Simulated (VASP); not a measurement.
# YbCu2Te4 (P-42m) in VASP: single point with PBE

Aim: the single point of YbCu2Te4 with PBE.

All numbers are computed with VASP 6.6.1; they aren't measurements. Logs are shortened: lines on timing, memory, paths and dates and some standing lists are left out, and cuts for length are marked.

## 1. The cell of the first run

The structure is tetragonal, space group P-42m (No. 111). The conventional cell has a = 5.374 Å, b = 5.374 Å, c = 7.684 Å, α = 90.00°, β = 90.00°, γ = 90.00°. Yb (site symmetry -42m) has 4 Te at 3.08 Å within 4.0 Å. Cu (site symmetry 222) has 4 Te at 2.56 Å within 3.4 Å. Within 3.4 Å of Te (site symmetry m) lie 2 Cu at 2.56 Å and 1 Yb at 3.08 Å and 1 Te at 3.21 Å.

## 2. Single point, PBE

INCAR

```
SYSTEM = YbCu2Te4
PREC = Accurate
ENCUT = 520
EDIFF = 1E-7
ISMEAR = 0
SIGMA = 0.2
LREAL = .False.
LASPH = .True.
NELM = 100
ALGO = Normal
ISIF = 2
LWAVE = .False.
LCHARG = .False.
GGA = PE
NBANDS = 44
```

KPOINTS

```
Automatic mesh
0
Gamma
  3 3 3
  0 0 0
```

POSCAR

```
YbCu2Te4
1.0
    5.3742493738      0.0000000000      0.0000000000
    0.0000000000      5.3742493738      0.0000000000
    0.0000000000      0.0000000000      7.6844751397
Yb Cu Te
1 2 4
Direct
    0.0000000000      0.0000000000      0.0000000000
    0.0000000000      0.5000000000      0.5000000000
    0.5000000000      0.0000000000      0.5000000000
    0.7109789067      0.7109789067      0.2800239530
    0.2890210933      0.2890210933      0.2800239530
    0.2890210933      0.7109789067      0.7199760470
    0.7109789067      0.2890210933      0.7199760470
```

Potentials or basis: VASP PAW PBE potentials, release 64 (Yb, Cu, Te).

Started as:

```console
$ cat potpaw_PBE.64/Yb/POTCAR potpaw_PBE.64/Cu/POTCAR potpaw_PBE.64/Te/POTCAR > POTCAR
$ mpirun -np 1 vasp_std > vasp.out
```

OUTCAR:

```text
SYSTEM = YbCu2Te4
   PREC = Accurate
   ENCUT = 520
   EDIFF = 1E-7
   ISMEAR = 0
   LREAL = .False.
   LASPH = .True.
   NELM = 100
   ISIF = 2
   GGA = PE

 ion  position               nearest neighbor table
   1  0.000  0.000  0.000-   4 3.08   5 3.08   6 3.08   7 3.08
   2  0.000  0.500  0.500-   4 2.56   5 2.56   6 2.56   7 2.56
   3  0.500  0.000  0.500-   4 2.56   5 2.56   6 2.56   7 2.56
   4  0.711  0.711  0.280-   2 2.56   3 2.56   1 3.08   5 3.21
   5  0.289  0.289  0.280-   2 2.56   3 2.56   1 3.08   4 3.21
   6  0.289  0.711  0.720-   2 2.56   3 2.56   1 3.08   7 3.21
   7  0.711  0.289  0.720-   2 2.56   3 2.56   1 3.08   6 3.21

  LATTYP: Found a simple tetragonal cell.
 ALAT       =     5.3742493738
 C/A-ratio  =     1.4298694767

  Lattice vectors:

 A1 = (   5.3742493738,   0.0000000000,   0.0000000000)
 A2 = (   0.0000000000,   5.3742493738,   0.0000000000)
 A3 = (   0.0000000000,   0.0000000000,   7.6844751397)

Analysis of symmetry for initial positions (statically):
=====================================================================
 Subroutine PRICEL returns:
 Original cell was already a primitive cell.

 Routine SETGRP: Setting up the symmetry group for a
 simple tetragonal supercell.

 Subroutine GETGRP returns: Found  8 space group operations
 (whereof  8 operations were pure point group operations)
 out of a pool of 16 trial point group operations.

The static configuration has the point symmetry D_2d.

Analysis of symmetry for dynamics (positions and initial velocities):
=====================================================================
 Subroutine PRICEL returns:
 Original cell was already a primitive cell.

 Routine SETGRP: Setting up the symmetry group for a
 simple tetragonal supercell.

 Subroutine GETGRP returns: Found  8 space group operations
 (whereof  8 operations were pure point group operations)
 out of a pool of 16 trial point group operations.

The dynamic configuration has the point symmetry D_2d.

 Subroutine INISYM returns: Found  8 space group operations
 (whereof  8 operations are pure point group operations),
 and found     1 'primitive' translations

----------------------------------------------------------------------------------------

                                     Primitive cell

  volume of cell :     221.9473

  direct lattice vectors                    reciprocal lattice vectors
     5.374249374  0.000000000  0.000000000     0.186072497  0.000000000  0.000000000
     0.000000000  5.374249374  0.000000000     0.000000000  0.186072497  0.000000000
     0.000000000  0.000000000  7.684475140     0.000000000  0.000000000  0.130132505

  length of vectors
     5.374249374  5.374249374  7.684475140     0.186072497  0.186072497  0.130132505

  position of ions in fractional coordinates (direct lattice)
     0.000000000  0.000000000  0.000000000
     0.000000000  0.500000000  0.500000000
     0.500000000  0.000000000  0.500000000
     0.710978907  0.710978907  0.280023953
     0.289021093  0.289021093  0.280023953
     0.289021093  0.710978907  0.719976047
     0.710978907  0.289021093  0.719976047

  ion indices of the primitive-cell ions
   primitive index   ion index
                 1           1
                 2           2
                 3           3
                 4           4
                 5           5
                 6           6
                 7           7

----------------------------------------------------------------------------------------

 KPOINTS: Automatic mesh

Automatic generation of k-mesh.
 Grid dimensions read from file:
 generate k-points for:    3    3    3

 Generating k-lattice:

  Cartesian coordinates                     Fractional coordinates (reciprocal lattice)
     0.062024166  0.000000000  0.000000000     0.333333333  0.000000000  0.000000000
     0.000000000  0.062024166  0.000000000     0.000000000  0.333333333  0.000000000
     0.000000000  0.000000000  0.043377502     0.000000000  0.000000000  0.333333333

  Length of vectors
     0.062024166  0.062024166  0.043377502

  Shift w.r.t. Gamma in fractional coordinates (k-lattice)
     0.000000000  0.000000000  0.000000000

 Subroutine IBZKPT returns following result:
 ===========================================

 Found      6 irreducible k-points:

 Following reciprocal coordinates:
            Coordinates               Weight
  0.000000  0.000000  0.000000      1.000000
  0.333333  0.000000  0.000000      4.000000
  0.333333  0.333333  0.000000      4.000000
  0.000000  0.000000  0.333333      2.000000
  0.333333  0.000000  0.333333      8.000000
  0.333333  0.333333  0.333333      8.000000
   k-points           NKPTS =      6   k-points in BZ     NKDIM =      6   number of bands    NBANDS=     44
   number of dos      NEDOS =    301   number of ions     NIONS =      7
   total plane-waves  NPLWV =  96000
   dimension x,y,z NGX =    40 NGY =   40 NGZ =   60
   dimension x,y,z NGXF=    80 NGYF=   80 NGZF=  120
   ions per type =               1   2   4
   NGX,Y,Z   is equivalent  to a cutoff of  12.37, 12.37, 12.98 a.u.
   NGXF,Y,Z  is equivalent  to a cutoff of  24.75, 24.75, 25.96 a.u.
 SYSTEM =  YbCu2Te4
   PREC   = accura    normal or accurate (medium, high low for compatibility)
   ISTART =      0    job   : 0-new  1-cont  2-samecut
   ICHARG =      2    charge: 1-file 2-atom 10-const
   ISPIN  =      1    spin polarized calculation?
   LNONCOLLINEAR =      F non collinear calculations
   LSORBIT =      F    spin-orbit coupling
   LASPH  =      T    aspherical Exc in radial PAW
   ENCUT  =  520.0 eV  38.22 Ry    6.18 a.u.   9.99  9.99 14.29*2*pi/ulx,y,z
   NELM   =    100;   NELMIN=  2; NELMDL= -5     # of ELM steps
   EDIFF  = 0.1E-06   stopping-criterion for ELM
   LREAL  =      F    real-space projection
   EDIFFG = 0.1E-05   stopping-criterion for IOM
   NSW    =      0    number of steps for IOM
   IBRION =     -1    ionic relax: 0-MD 1-quasi-New 2-CG
   NFREE  =      0    steps in history (QN), initial steepest desc. (CG)
   ISIF   =      2    stress and relaxation
   ISYM   =      2    0-nonsym 1-usesym 2-fastsym
   POTIM  = 0.5000    time-step for ionic-motion
   TEBEG  =    0.0;   TEEND  =   0.0 temperature during run
   PSTRESS=    0.0 pullay stress
   NELECT =      70.0000    total number of electrons
   NUPDOWN=      -1.0000    fix difference up-down
   EMIN   =  10.00;   EMAX   =-10.00  energy-range for DOS
   EFERMI =   0.00;   METHOD = LEGACY
   ISMEAR =     0;   SIGMA  =   0.20  broadening in eV -4-tet -1-fermi 0-gaus
   EFERMI_NEDOS =   21; number of points for ismear=-14 and -15
   IALGO  =     38    algorithm
   IMIX   =      4    mixing-type and parameters
     AMIX     =   0.40;   BMIX     =  1.00
     AMIX_MAG =   1.60;   BMIX_MAG =  1.00
  volume/ion in A,a.u.               =      31.71       213.97
  Fermi-wavevector in a.u.,A,eV,Ry     =   1.114357  2.105829 16.895591  1.241791
  Thomas-Fermi vector in A             =   2.250951
   LORBIT       =      0    0 simple, 1 ext, 2 COOP (PROOUT), +10 PAW based schemes
   GGA     = PE    functional components
   LHFCALC =     F    Hartree Fock is set to
   AEXX    =    0.0000 exact exchange contribution
   IVDW    =     0    specifies the selected vdW correction
   LEPSILON=     F    determine dielectric tensor
   LRPA    =     F    only Hartree local field effects (RPA)
 non-spin polarized calculation
 Gauss-broadening in eV      SIGMA  =   0.20
  energy-cutoff  :      520.00
  volume of cell :      221.95
 maximum number of plane-waves:      5994
 NGX is ok and might be reduce to    40
   NGX = 19   NGY = 19   NGZ = 29

 number of electron      70.0000007 magnetization

 Free energy of the ion-electron system (eV)
  ---------------------------------------------------
  ext. energy  EPLUGINS =         0.00000000
  ---------------------------------------------------
  free energy    TOTEN  =       -25.31065659 eV

  energy without entropy =      -25.14141845  energy(sigma->0) =      -25.22603752

 E-fermi :   3.8384     XC(G=0):  -8.8632

 val. band max:        3.8381046386   @ k =   0.3333   0.0000   0.3333
 cond. band min:       3.8735077156   @ k =   0.3333   0.0000   0.3333
 fundamental gap:      0.0354030770
 Fermi energy:         3.8384346233

 k-point     1 :       0.0000    0.0000    0.0000
  band No.  band energies     occupation
      1     -47.9268      2.00000
      2     -20.2763      2.00000
      3     -20.2763      2.00000
      4     -20.2681      2.00000
      5      -8.0887      2.00000
      6      -7.3233      2.00000
[... 36 lines left out ...]
     43       7.3376      0.00000
     44       8.1914      0.00000

 k-point     2 :       0.3333    0.0000    0.0000
  band No.  band energies     occupation
      1     -47.9268      2.00000
      2     -20.2780      2.00000
      3     -20.2762      2.00000
      4     -20.2678      2.00000
      5      -7.7811      2.00000
      6      -7.1568      2.00000
[... 36 lines left out ...]
     43       8.4128      0.00000
     44       8.5383      0.00000

 k-point     3 :       0.3333    0.3333    0.0000
  band No.  band energies     occupation
      1     -47.9268      2.00000
      2     -20.2778      2.00000
      3     -20.2778      2.00000
      4     -20.2676      2.00000
      5      -7.5157      2.00000
      6      -7.0495      2.00000
[... 36 lines left out ...]
     43       8.2920      0.00000
     44       8.5547      0.00000

 k-point     4 :       0.0000    0.0000    0.3333
  band No.  band energies     occupation
      1     -47.9268      2.00000
      2     -20.2763      2.00000
      3     -20.2763      2.00000
      4     -20.2681      2.00000
      5      -8.0058      2.00000
      6      -7.4412      2.00000
[... 36 lines left out ...]
     43       7.6800      0.00000
     44       8.4821      0.00000

 k-point     5 :       0.3333    0.0000    0.3333
  band No.  band energies     occupation
      1     -47.9268      2.00000
      2     -20.2780      2.00000
      3     -20.2762      2.00000
      4     -20.2679      2.00000
      5      -7.7236      2.00000
      6      -7.2326      2.00000
[... 36 lines left out ...]
     43       8.3339      0.00000
     44       8.6667      0.00000

 k-point     6 :       0.3333    0.3333    0.3333
  band No.  band energies     occupation
      1     -47.9268      2.00000
      2     -20.2778      2.00000
      3     -20.2778      2.00000
      4     -20.2676      2.00000
      5      -7.4781      2.00000
      6      -7.0912      2.00000
[... 36 lines left out ...]
     43       8.0414      0.00000
     44       8.6554      0.00000

------------------------ aborting loop because EDIFF is reached ----------------------------------------

  FORCE on cell =-STRESS in cart. coord.  units (eV):
  Direction    XX          YY          ZZ          XY          YZ          ZX
  --------------------------------------------------------------------------------------
  -------------------------------------------------------------------------------------
  Total        0.1593813      0.1593813      0.1025579      0.0000000      0.0000000      0.0000000
  in kB        1.1505302      1.1505302      0.7403380      0.0000000      0.0000000      0.0000000
  external PRESSURE =       1.0137995 kB  Pullay stress =       0.0000000 kB

 VOLUME and BASIS-vectors are now :
 -----------------------------------------------------------------------------
  energy-cutoff  :      520.00
  volume of cell :      221.95
      direct lattice vectors                 reciprocal lattice vectors
     5.374249374  0.000000000  0.000000000     0.186072497  0.000000000  0.000000000
     0.000000000  5.374249374  0.000000000     0.000000000  0.186072497  0.000000000
     0.000000000  0.000000000  7.684475140     0.000000000  0.000000000  0.130132505

 POSITION                                       TOTAL-FORCE (eV/Angst)
 -----------------------------------------------------------------------------------
      0.00000      0.00000      0.00000         0.000000      0.000000      0.000000
      0.00000      2.68712      3.84224         0.000000      0.000000      0.000000
      2.68712      0.00000      3.84224         0.000000      0.000000      0.000000
      3.82098      3.82098      2.15184         0.017186      0.017186     -0.081556
      1.55327      1.55327      2.15184        -0.017186     -0.017186     -0.081556
      1.55327      3.82098      5.53264        -0.017186      0.017186      0.081556
      3.82098      1.55327      5.53264         0.017186     -0.017186      0.081556
 -----------------------------------------------------------------------------------
    total drift:                                0.000000      0.000000     -0.000000

  FREE ENERGIE OF THE ION-ELECTRON SYSTEM (eV)
  ---------------------------------------------------
  free  energy   TOTEN  =       -25.3106565926 eV

  energy  without entropy=      -25.1414184498  energy(sigma->0) =      -25.22603752
```

Wall time 3.1 min (1 thread of AMD EPYC 9R14 (Zen 4), shared host); peak memory 0.31 GiB.

What came out:

```
Free energy            : -25.3107 eV
Pressure               : 0.1 GPa
Largest force          : 0.085 eV/Å
Band gap on the k mesh : zero (band 35 reaches 3.90 eV, above the bottom of band 36 at 3.53 eV)
```

Forces on the atoms (eV/Å):
```
Yb   0.000  0.000  0.000
Cu   0.000  0.000  0.000
Cu   0.000  0.000  0.000
Te   0.017  0.017 -0.082
Te  -0.017 -0.017 -0.082
Te  -0.017  0.017  0.082
Te   0.017 -0.017  0.082
```

Levels at points of the mesh, in eV from the Fermi level:
```
           k point  band 33  band 34  band 35  band 36  band 37  band 38
(0.00, 0.00, 0.00)    -0.32    -0.04    -0.04     0.66     0.66     1.68
```

Caveat: the k points lie up to 0.39 Å⁻¹ apart; spin-orbit coupling is left out, which moves the levels of the heavy elements; without U or exact exchange the open f shell lies at the Fermi level, which spoils levels, moments and volumes.
